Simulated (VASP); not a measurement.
# CoO: electric field gradients with PBE

Crystal: CoO.

```xyz
2
Lattice="0.0000 2.1528 2.1315 2.1528 0.0000 2.1315 2.1528 2.1528 0.0000" Properties=species:S:1:pos:R:3 pbc="T T T"
Co    0.0000    0.0000    0.0000
O     2.1528    2.1528    2.1315
```

This cell differs from its parent crystal: equal xx and yy strain of +1 %.

```yaml
Program: VASP 6.6.1
Task: electric field gradients
Functional: PBE
Potentials_or_basis: VASP PAW PBE potentials, release 64 (Co, O)
Cutoff: 520 eV
k_mesh: 16 × 16 × 16
Occupations: fermi-dirac, width 0.05 eV
Spin: collinear spin, ferromagnetic start
Starting_moments: "[2.0, 0.0] μB"
Dipole_correction: no
Further_INCAR_settings: ALGO = Normal; EDIFF = 1e-08; NBANDS = 18
```

```yaml
Pressure: -5.4 GPa
Net_moment: 2.95 μB per cell
Site_moments: Co +2.59; O +0.31 μB
Valence_electrons_inside_the_program's_atomic_spheres: Co 7.76; O 4.97
```

Levels at points of the mesh, in eV from the Fermi level:
Spin up:
| k point | band 7 | band 8 | band 9 | band 10 | band 11 | band 12 |
| --- | --- | --- | --- | --- | --- | --- |
| (0.00, 0.00, 0.00) | -3.00 | -3.00 | -2.97 | 0.90 | 16.80 | 17.96 |
| (0.50, 0.00, 0.00) | -1.82 | 0.02 | 0.08 | 5.04 | 9.15 | 13.19 |
| (0.50, 0.50, 0.00) | -2.47 | -2.12 | -2.12 | 5.74 | 9.78 | 11.53 |
| (0.50, 0.00, 0.50) | -2.46 | -2.11 | -2.05 | 5.73 | 9.66 | 11.63 |
Spin down:
| k point | band 4 | band 5 | band 6 | band 7 | band 8 | band 9 |
| --- | --- | --- | --- | --- | --- | --- |
| (0.00, 0.00, 0.00) | -2.42 | -1.06 | -1.06 | -1.03 | 0.08 | 0.12 |
| (0.50, 0.00, 0.00) | -4.43 | -0.13 | -0.10 | 0.18 | 2.64 | 2.67 |
| (0.50, 0.50, 0.00) | -3.68 | -2.12 | 0.13 | 0.13 | 0.59 | 0.95 |
| (0.50, 0.00, 0.50) | -3.61 | -2.11 | 0.10 | 0.14 | 0.53 | 0.98 |

Electric field gradients, principal values (V/Å²):
```tsv
atom	least	middle	greatest (by size)
1 Co	-3.661	-3.663	7.324
2 O	-0.697	-0.701	1.399
```

It took 3.6 min on 1 thread of AMD EPYC 9R45 96-Core Processor (Zen 5) (shared host), peak memory 0.27 GiB.

Caveat: the cell differs from its parent crystal (equal xx and yy strain of +1 %); without QUAD_EFG the Cq values of the log hold for a quadrupole moment of 1 mb, not for the nuclei; a cell with one magnetic atom can't hold antiferromagnetic order, which such compounds often take; semilocal functionals often make such compounds metallic where correlation or magnetic order opens a gap, which also shifts bond lengths.
